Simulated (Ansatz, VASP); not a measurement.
**One calculation of Zn, two programs**

File INCAR:

```
PREC = Accurate
ENCUT = 520
EDIFF = 1E-7
ISMEAR = -1
SIGMA = 0.1
LREAL = F
LASPH = T
NELM = 100
ALGO = Normal
ISIF = 2
LWAVE = F
LCHARG = T
GGA = RP
LELF = T
LVHAR = T
NBANDS = 25
```

File KPOINTS:

```
regular mesh
0
Gamma
  9 9 13
```

POSCAR

```
Zn
1.0
    4.6745037816      0.0000000000      0.0000000000
   -2.3372518908      4.0482390250      0.0000000000
    0.0000000000      0.0000000000      2.8018787192
Zn
3
Direct
    0.0000000000      1.0000000000      0.0000000000
    0.3333333333      0.6666666667      0.5000000000
    0.6666666667      0.3333333333      0.5000000000
```

Input for Ansatz:

```yaml
crystal:
  lattice:
    - [4.6745037816, 0.0, 0.0]
    - [-2.3372518908, 4.048239025, 0.0]
    - [0.0, 0.0, 2.8018787192]
  atoms:
    - { symbol: Zn, position: [0.0, 1.0, 0.0] }
    - { symbol: Zn, position: [0.3333333333, 0.6666666667, 0.5] }
    - { symbol: Zn, position: [0.6666666667, 0.3333333333, 0.5] }
hamiltonian:
  xc: rpbe
  pseudopotentials:
    kind: paw
    azcp:
      Zn: "pseudopotentials/Zn.paw.azcp"
basis:
  ecutwfc: 420
  fft_grid_basis: typed
kpoints:
  mp_grid: { grid: [9, 9, 13], shift: [0, 0, 0] }
magnetization:
  spin_polarized: false
scf:
  occupations: { method: fermi_dirac, width: 0.1 }
  lower_state_search: "off"
output:
  stress: true
```

Alike in both runs: task single point; functional RPBE; k mesh 9 × 9 × 13; occupations fermi-dirac, width 0.1 eV; no spin polarisation.

```csv
,VASP,Ansatz
version,VASP 6.6.1,Ansatz 0.2.0
potentials or method,"VASP PAW PBE potentials, release 64 (Zn), cutoff 520 eV","plane waves (420 eV) with PAW, scalar-relativistic"
valence electrons in the cell,36,36
```

Ansatz gave:

| Item | Value |
| --- | --- |
| pressure (GPa) | -3.3 |
| traceless stress, the component that is largest in VASP (GPa) | 0.53 |

Question: Estimate VASP's values.

Answer: Pressure (GPa): -3.2; traceless stress, the component that is largest in VASP (GPa): 0.54.

VASP's potentials were made for PBE, not for RPBE. The functional is the same, so the differences come from potentials, cutoffs and numerics.
